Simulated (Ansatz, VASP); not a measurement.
**Yb in VASP and in Ansatz**

Contents of INCAR:

```
SYSTEM = Yb
  PREC = Accurate
  ENCUT = 520
  EDIFF = 1E-6
  ISMEAR = 0
  SIGMA = 0.15
  LREAL = .FALSE.
  LASPH = .TRUE.
  NELM = 80
  ALGO = Fast
  ISIF = 2
  LWAVE = .FALSE.
  LCHARG = .FALSE.
  GGA = PE
  NBANDS = 18
```

The input KPOINTS:

```
regular mesh
0
G
  16 16 16
  0 0 0
```

Contents of POSCAR:

```
Yb
1.0
    0.0000000000      2.4392075821      2.6350759510
    2.4392075821      0.0000000000      2.6350759510
    2.4392075821      2.4392075821      0.0000000000
Yb
1
Direct
    0.0000000000      0.0000000000      0.0000000000
```

Input for Ansatz:

```yaml
crystal:
  lattice:
    - [0.0, 2.4392075821, 2.635075951]
    - [2.4392075821, 0.0, 2.635075951]
    - [2.4392075821, 2.4392075821, 0.0]
  atoms:
    - { symbol: Yb, position: [0.0, 0.0, 0.0] }
basis:
  ecutwfc: 420
kpoints:
  mp_grid: { grid: [16, 16, 16] }
hamiltonian:
  xc: pbe
scf:
  occupations: { method: gaussian, width: 0.15 }
output:
  forces: true
  stress: true
  eigenvalues: true
```

Alike in both runs: task single point; functional PBE; k mesh 16 × 16 × 16; occupations gaussian, width 0.15 eV; no spin polarisation.

|  | VASP | Ansatz |
| --- | --- | --- |
| version | VASP 6.6.1 | Ansatz 0.2.0 |
| potentials or method | VASP PAW PBE potentials, release 64 (Yb), cutoff 520 eV | scalar-relativistic, plane waves, PAW |
| valence electrons in the cell | 24 | 24 |

Ansatz gave:

| Quantity | Value |
| --- | --- |
| gap on the k mesh at the Fermi level (eV) | none |
| pressure (GPa) | 2.9 |
| traceless stress, the component that is largest in VASP (GPa) | -0.62 |

Problem. What did VASP give for the same quantities?

Solution. gap on the k mesh at the Fermi level (eV): none; pressure (GPa): 3.1; traceless stress, the component that is largest in VASP (GPa): -0.62.

A gap of «none» marks a metal or a gap that the smearing closes.

Neither program's run includes spin-orbit coupling.
